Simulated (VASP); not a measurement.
Crystal: Cd4Te.

```
Cd Te
1.0
     6.03256    0.00000    0.00000
     0.00000    6.03256    0.00000
     0.00000    0.00000    6.03256
Cd Te
4 1
Direct
  0.00000 0.50000 0.50000
  0.50000 0.00000 0.50000
  0.50000 0.50000 0.00000
  0.00000 0.00000 0.00000
  0.50000 0.50000 0.50000
```

The cell was built from a structure type or drawn by symmetry, and may not be a known phase.

```yaml
Program: VASP 6.6.1
Task: relaxation of cell and atoms
Functional: PBE
Potentials_or_basis: VASP PAW PBE potentials, release 64 (Cd, Te)
Cutoff: 600 eV
k_mesh: 6 × 6 × 6
Occupations: gaussian, width 0.1 eV
Spin: no spin polarisation
```

At the start: pressure -0.9 GPa; volume 43.91 Å³/atom.

Q: Where does the relaxation end?

A: Over 5 steps the energy falls by 12.8 meV/atom and the volume is 39.48 Å³/atom (-10.1 %); space group Pm-3m (No. 221, to 0.1 Å) before and after.

Step by step:
| step | energy change (eV) | largest force (eV/Å) | pressure (GPa) | volume (Å³) |
| --- | --- | --- | --- | --- |
| 1 | 0.0000 | 0.0000 | -0.86 | 219.54 |
| 2 | -0.0341 | 0.0000 | -0.60 | 212.10 |
| 3 | -0.0612 | 0.0000 | -0.21 | 201.59 |
| 4 | -0.0642 | 0.0000 | 0.04 | 196.55 |
| 5 | -0.0642 | 0.0000 | -0.03 | 197.41 |

Final structure:
```cif
data_structure
_symmetry_space_group_name_H-M 'P 1'
_symmetry_Int_Tables_number 1
_cell_length_a 5.8227
_cell_length_b 5.8227
_cell_length_c 5.8227
_cell_angle_alpha 90.000
_cell_angle_beta 90.000
_cell_angle_gamma 90.000
_cell_volume 197.41
loop_
_atom_site_label
_atom_site_type_symbol
_atom_site_fract_x
_atom_site_fract_y
_atom_site_fract_z
_atom_site_occupancy
Cd1 Cd 0.00000 0.50000 0.50000 1
Cd2 Cd 0.50000 0.00000 0.50000 1
Cd3 Cd 0.50000 0.50000 0.00000 1
Cd4 Cd 0.00000 0.00000 0.00000 1
Te1 Te 0.50000 0.50000 0.50000 1
```
